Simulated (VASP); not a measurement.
# Ge (I4_1/amd) in VASP: relaxation of shape and atoms at fixed volume with PBE

Aim: the relaxation of shape and atoms at fixed volume of Ge with PBE.

Program: VASP 6.6.1. These are calculated values, not measurements. Logs are shortened: lines on timing, memory, paths and dates and some standing lists are left out, and cuts for length are marked.

## Step 1: The cell of the first run

It takes space group I4_1/amd (No. 141, tetragonal). The conventional cell has a = 5.370 Å, b = 5.370 Å, c = 2.943 Å, α = 90.00°, β = 90.00°, γ = 90.00°. Within 3.7 Å of Ge (site symmetry -4m2) lie 10 Ge at 2.78 to 3.48 Å.

## Step 2: Relaxation of shape and atoms at fixed volume, PBE (21.22 Å³/atom)

Contents of INCAR:

```
ALGO = Normal
EDIFF = 1E-7
EDIFFG = -0.01
ENCUT = 600
GGA = PE
IBRION = 2
ISIF = 4
ISMEAR = 0
LASPH = T
LCHARG = F
LREAL = F
LWAVE = F
NELM = 60
NSW = 50
PREC = Accurate
SIGMA = 0.1
```

Contents of KPOINTS:

```
k-points
0
Gamma
  16 16 16
```

Contents of POSCAR:

```
Ge
1.0
   -2.6852067704      2.6852067704      1.4715158239
    2.6852067704     -2.6852067704      1.4715158239
    2.6852067704      2.6852067704     -1.4715158239
Ge
2
Direct
    0.2500000000      0.7500000000      0.5000000000
    0.5000000000      0.5000000000      0.0000000000
```

Potentials or basis: VASP PAW PBE potentials, release 64 (Ge_d).

Started as:

```
cat potpaw_PBE.64/Ge_d/POTCAR > POTCAR
mpirun -np 1 vasp_std > vasp.out
```

OUTCAR:

```text
EDIFF = 1E-7
   EDIFFG = -0.01
   ENCUT = 600
   GGA = PE
   IBRION = 2
   ISIF = 4
   ISMEAR = 0
   LASPH = T
   LREAL = F
   NELM = 60
   NSW = 50
   PREC = Accurate

 ion  position               nearest neighbor table
   1  0.250  0.750  0.500-   2 2.78   2 2.78   2 2.78   2 2.78
   2  0.500  0.500  0.000-   1 2.78   1 2.78   1 2.78   1 2.78

  LATTYP: Found a body centered tetragonal cell.
 ALAT       =     5.3704135408
 C/A-ratio  =     0.5480083844

  Lattice vectors:

 A1 = (  -2.6852067704,   2.6852067704,   1.4715158239)
 A2 = (   2.6852067704,  -2.6852067704,   1.4715158239)
 A3 = (   2.6852067704,   2.6852067704,  -1.4715158239)

Analysis of symmetry for initial positions (statically):
=====================================================================
 Subroutine PRICEL returns:
 Original cell was already a primitive cell.

 Routine SETGRP: Setting up the symmetry group for a
 body centered tetragonal supercell.

 Subroutine GETGRP returns: Found 16 space group operations
 (whereof  8 operations were pure point group operations)
 out of a pool of 16 trial point group operations.

The static configuration has the point symmetry D_2d.
 The point group associated with its full space group is D_4h.

Analysis of symmetry for dynamics (positions and initial velocities):
=====================================================================
 Subroutine PRICEL returns:
 Original cell was already a primitive cell.

 Routine SETGRP: Setting up the symmetry group for a
 body centered tetragonal supercell.

 Subroutine GETGRP returns: Found 16 space group operations
 (whereof  8 operations were pure point group operations)
 out of a pool of 16 trial point group operations.

The dynamic configuration has the point symmetry D_2d.
 The point group associated with its full space group is D_4h.

 Subroutine INISYM returns: Found 16 space group operations
 (whereof  8 operations are pure point group operations),
 and found     1 'primitive' translations

----------------------------------------------------------------------------------------

                                     Primitive cell

  volume of cell :      42.4405

  direct lattice vectors                    reciprocal lattice vectors
    -2.685206770  2.685206770  1.471515824     0.000000000  0.186205400  0.339785677
     2.685206770 -2.685206770  1.471515824     0.186205400  0.000000000  0.339785677
     2.685206770  2.685206770 -1.471515824     0.186205400  0.186205400  0.000000000

  length of vectors
     4.072594949  4.072594949  4.072594949     0.387461943  0.387461943  0.263334202

  position of ions in fractional coordinates (direct lattice)
     0.250000000  0.750000000  0.500000000
     0.500000000  0.500000000  0.000000000

  ion indices of the primitive-cell ions
   primitive index   ion index
                 1           1
                 2           2

----------------------------------------------------------------------------------------

 KPOINTS: k-points

Automatic generation of k-mesh.
 Grid dimensions read from file:
 generate k-points for:   16   16   16

 Generating k-lattice:

  Cartesian coordinates                     Fractional coordinates (reciprocal lattice)
     0.000000000  0.011637837  0.021236605     0.062500000  0.000000000  0.000000000
     0.011637837  0.000000000  0.021236605     0.000000000  0.062500000  0.000000000
     0.011637837  0.011637837  0.000000000     0.000000000  0.000000000  0.062500000

  Length of vectors
     0.024216371  0.024216371  0.016458388

  Shift w.r.t. Gamma in fractional coordinates (k-lattice)
     0.000000000  0.000000000  0.000000000

 Subroutine IBZKPT returns following result:
 ===========================================

 Found    349 irreducible k-points:

 Following reciprocal coordinates:
            Coordinates               Weight
  0.000000  0.000000  0.000000      1.000000
  0.062500 -0.000000  0.000000      8.000000
  0.125000 -0.000000  0.000000      8.000000
  0.187500 -0.000000  0.000000      8.000000
  0.250000 -0.000000  0.000000      8.000000
  0.312500  0.000000  0.000000      8.000000
[... 16 lines left out ...]
 -0.125000  0.062500 -0.000000     16.000000
 -0.062500  0.062500  0.000000      4.000000
 [... further k-points ...]
   k-points           NKPTS =    349   k-points in BZ     NKDIM =    349   number of bands    NBANDS=     18
   number of dos      NEDOS =    301   number of ions     NIONS =      2
   total plane-waves  NPLWV =  46656
   dimension x,y,z NGX =    36 NGY =   36 NGZ =   36
   dimension x,y,z NGXF=    72 NGYF=   72 NGZF=   72
   ions per type =               2
   NGX,Y,Z   is equivalent  to a cutoff of  14.70, 14.70, 14.70 a.u.
   NGXF,Y,Z  is equivalent  to a cutoff of  29.39, 29.39, 29.39 a.u.
 SYSTEM =  unknown system
   PREC   = accura    normal or accurate (medium, high low for compatibility)
   ISTART =      0    job   : 0-new  1-cont  2-samecut
   ICHARG =      2    charge: 1-file 2-atom 10-const
   ISPIN  =      1    spin polarized calculation?
   LNONCOLLINEAR =      F non collinear calculations
   LSORBIT =      F    spin-orbit coupling
   LASPH  =      T    aspherical Exc in radial PAW
   ENCUT  =  600.0 eV  44.10 Ry    6.64 a.u.   8.13  8.13  8.13*2*pi/ulx,y,z
   NELM   =     60;   NELMIN=  2; NELMDL= -5     # of ELM steps
   EDIFF  = 0.1E-06   stopping-criterion for ELM
   LREAL  =      F    real-space projection
   EDIFFG = -.1E-01   stopping-criterion for IOM
   NSW    =     50    number of steps for IOM
   IBRION =      2    ionic relax: 0-MD 1-quasi-New 2-CG
   NFREE  =      1    steps in history (QN), initial steepest desc. (CG)
   ISIF   =      4    stress and relaxation
   ISYM   =      2    0-nonsym 1-usesym 2-fastsym
   POTIM  = 0.5000    time-step for ionic-motion
   TEBEG  =    0.0;   TEEND  =   0.0 temperature during run
   PSTRESS=    0.0 pullay stress
   NELECT =      28.0000    total number of electrons
   NUPDOWN=      -1.0000    fix difference up-down
   EMIN   =  10.00;   EMAX   =-10.00  energy-range for DOS
   EFERMI =   0.00;   METHOD = LEGACY
   ISMEAR =     0;   SIGMA  =   0.10  broadening in eV -4-tet -1-fermi 0-gaus
   EFERMI_NEDOS =   21; number of points for ismear=-14 and -15
   IALGO  =     38    algorithm
   IMIX   =      4    mixing-type and parameters
     AMIX     =   0.40;   BMIX     =  1.00
     AMIX_MAG =   1.60;   BMIX_MAG =  1.00
  volume/ion in A,a.u.               =      21.22       143.20
  Fermi-wavevector in a.u.,A,eV,Ry     =   1.425172  2.693185 27.635013  2.031116
  Thomas-Fermi vector in A             =   2.545585
   LORBIT       =      0    0 simple, 1 ext, 2 COOP (PROOUT), +10 PAW based schemes
   GGA     = PE    functional components
   LHFCALC =     F    Hartree Fock is set to
   AEXX    =    0.0000 exact exchange contribution
   IVDW    =     0    specifies the selected vdW correction
   LEPSILON=     F    determine dielectric tensor
   LRPA    =     F    only Hartree local field effects (RPA)
 conjugate gradient relaxation of ions
 non-spin polarized calculation
 Gauss-broadening in eV      SIGMA  =   0.10
  energy-cutoff  :      600.00
  volume of cell :       42.44
 maximum number of plane-waves:      1431
 NGX is ok and might be reduce to    36
   NGX = 17   NGY = 17   NGZ = 17

--------------------------------------- Ionic step        1  -------------------------------------------

 number of electron      27.9999987 magnetization

 Free energy of the ion-electron system (eV)
  ---------------------------------------------------
  ext. energy  EPLUGINS =         0.00000000
  ---------------------------------------------------
  free energy    TOTEN  =        -8.51304291 eV

  energy without entropy =       -8.50880681  energy(sigma->0) =       -8.51092486

------------------------ aborting loop because EDIFF is reached ----------------------------------------

  FORCE on cell =-STRESS in cart. coord.  units (eV):
  Direction    XX          YY          ZZ          XY          YZ          ZX
  --------------------------------------------------------------------------------------
  -------------------------------------------------------------------------------------
  Total       -1.3755447     -1.3755447     -1.3183211      0.0000000      0.0000000      0.0000000
  in kB      -51.9283944    -51.9283944    -49.7681394      0.0000000      0.0000000      0.0000000
  external PRESSURE =     -51.2083094 kB  Pullay stress =       0.0000000 kB
[... 57 lines left out ...]
  energy  without entropy=       -8.5088818665  energy(sigma->0) =       -8.51098491

--------------------------------------- Ionic step        3  -------------------------------------------

 number of electron      27.9999988 magnetization

 Free energy of the ion-electron system (eV)
  ---------------------------------------------------
  ext. energy  EPLUGINS =         0.00000000
  ---------------------------------------------------
  free energy    TOTEN  =        -8.51313411 eV

  energy without entropy =       -8.50899633  energy(sigma->0) =       -8.51106522

 E-fermi :   5.4018     XC(G=0): -10.6491

 val. band max:        5.3968684405   @ k =  -0.2500   0.2500   0.2500
 cond. band min:       5.4032232714   @ k =   0.4375   0.1250   0.0625
 fundamental gap:      0.0063548309
 Fermi energy:         5.4018263201

 k-point     1 :       0.0000    0.0000    0.0000
  band No.  band energies     occupation
      1     -19.2716      2.00000
      2     -19.2437      2.00000
      3     -19.2190      2.00000
      4     -19.2156      2.00000
      5     -19.1561      2.00000
      6     -19.1561      2.00000
[... 10 lines left out ...]
     17      12.2127      0.00000
     18      12.2906      0.00000
[... 466 lines left out ...]
      2     -19.2440      2.00000
      3     -19.2200      2.00000
      4     -19.2144      2.00000
      5     -19.1567      2.00000
      6     -19.1552      2.00000
[... 10 lines left out ...]
     17      12.0015      0.00000
     18      12.4117      0.00000

 [... further k-points ...]

------------------------ aborting loop because EDIFF is reached ----------------------------------------

  FORCE on cell =-STRESS in cart. coord.  units (eV):
  Direction    XX          YY          ZZ          XY          YZ          ZX
  --------------------------------------------------------------------------------------
  -------------------------------------------------------------------------------------
  Total       -1.3565079     -1.3565079     -1.3575241      0.0000000      0.0000000      0.0000000
  in kB      -51.2097351    -51.2097351    -51.2480964      0.0000000      0.0000000      0.0000000
  external PRESSURE =     -51.2225222 kB  Pullay stress =       0.0000000 kB
[... 17 lines left out ...]
  FREE ENERGIE OF THE ION-ELECTRON SYSTEM (eV)
  ---------------------------------------------------
  free  energy   TOTEN  =        -8.5131341095 eV

  energy  without entropy=       -8.5089963288  energy(sigma->0) =       -8.51106522

 reached required accuracy - stopping structural energy minimisation
```

Run time: 6.7 min. Hardware: 1 thread of AMD EPYC 9R45 (Zen 5), shared host; peak memory 0.38 GiB.

What came out:

- Free energy: -8.5131 eV
- Energy gained by relaxing: 0.0 meV/atom
- Ionic steps: 3
- Pressure after relaxing: -5.1 GPa
- Band gap on the k mesh: zero (bands 14 and 15 overlap by 4.53 eV)

Final structure:
```cif
data_structure
_symmetry_space_group_name_H-M 'P 1'
_symmetry_Int_Tables_number 1
_cell_length_a 4.0688
_cell_length_b 4.0688
_cell_length_c 4.0688
_cell_angle_alpha 97.562
_cell_angle_beta 97.562
_cell_angle_gamma 137.461
_cell_volume 42.44
loop_
_atom_site_label
_atom_site_type_symbol
_atom_site_fract_x
_atom_site_fract_y
_atom_site_fract_z
_atom_site_occupancy
Ge1 Ge 0.25000 0.75000 0.50000 1
Ge2 Ge 0.50000 0.50000 0.00000 1
```

Levels at points of the mesh, in eV from the Fermi level:
```tsv
k point	band 11	band 12	band 13	band 14	band 15	band 16	band 17	band 18
(0.00, 0.00, 0.00)	-12.23	-4.38	-1.93	-1.93	3.60	6.81	6.81	6.89
(0.50, 0.00, 0.00)	-7.87	-6.01	-2.72	-1.66	-1.18	2.62	3.13	4.83
(0.50, 0.50, 0.00)	-9.77	-9.77	0.70	0.70	1.70	1.70	6.47	6.47
(0.50, 0.50, 0.50)	-8.44	-8.44	-5.07	-5.07	5.30	5.30	9.66	9.66
```
